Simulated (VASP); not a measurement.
Set up this calculation in VASP 6.6.1, as the native input.

```yaml
Task: single point
Functional: PBE-based global hybrid
Potentials_or_basis: VASP PAW PBE potentials, release 64 (Rb_sv, Br)
Cutoff: 520 eV
k_mesh: 4 × 4 × 4
Occupations: gaussian, width 0.01 eV
Spin: no spin polarisation
Dipole_correction: no
Grid_for_exact_exchange_PRECFOCK: Normal
Share_of_exact_exchange: 0.4
Further_INCAR_settings: ALGO = Normal; EDIFF = 1e-06; NBANDS = 15
```

Crystal: RbBr.

```
CELL_PARAMETERS angstrom
0.00000 3.46083 3.46083
3.46083 0.00000 3.46083
3.46083 3.46083 0.00000
ATOMIC_POSITIONS crystal
Rb 0.00000 0.00000 0.00000
Br 0.50000 0.50000 0.50000
```

The input as run:

POSCAR

```
RbBr
1.0
    0.0000000000      3.4608260448      3.4608260448
    3.4608260448      0.0000000000      3.4608260448
    3.4608260448      3.4608260448      0.0000000000
Rb Br
1 1
Direct
    0.0000000000      0.0000000000      0.0000000000
    0.5000000000      0.5000000000      0.5000000000
```

INCAR.step1

```
SYSTEM = RbBr
  ALGO = Normal
  EDIFF = 1E-5
  ENCUT = 520
  GGA = PE
  ISIF = 2
  ISMEAR = 0
  LASPH = .TRUE.
  LCHARG = .FALSE.
  LREAL = .FALSE.
  LWAVE = .TRUE.
  NBANDS = 15
  NELM = 100
  PREC = Accurate
  SIGMA = 0.01
```

INCAR.step2

```
SYSTEM = RbBr
  AEXX = 0.4
  ALGO = Normal
  EDIFF = 1E-6
  ENCUT = 520
  GGA = PE
  ISIF = 2
  ISMEAR = 0
  ISTART = 1
  LASPH = .TRUE.
  LCHARG = .FALSE.
  LHFCALC = .TRUE.
  LREAL = .FALSE.
  LWAVE = .FALSE.
  NBANDS = 15
  NELM = 100
  PREC = Accurate
  PRECFOCK = Normal
  SIGMA = 0.01
```

KPOINTS

```
k-points
0
G
  4 4 4
  0 0 0
```

Potentials or basis: VASP PAW PBE potentials, release 64 (Rb_sv, Br).

Launch:

```console
$ cat potpaw_PBE.64/Rb_sv/POTCAR potpaw_PBE.64/Br/POTCAR > POTCAR
$ cp INCAR.step1 INCAR
$ mpirun -np 1 vasp_std > vasp.out
$ cp INCAR.step2 INCAR
$ mpirun -np 1 vasp_std > vasp.out
```

It gave:

| Quantity | Value |
| --- | --- |
| Pressure | 0.1 GPa |
| Band gap on the k mesh | 7.33 eV, direct |

Caveat: the PAW data sets were made with another functional, which shifts forces and pressure a little.

Wall time 4.1 min on 1 thread of Intel(R) Xeon(R) 6975P-C (Granite Rapids), on a shared host, peak memory 0.22 GiB.
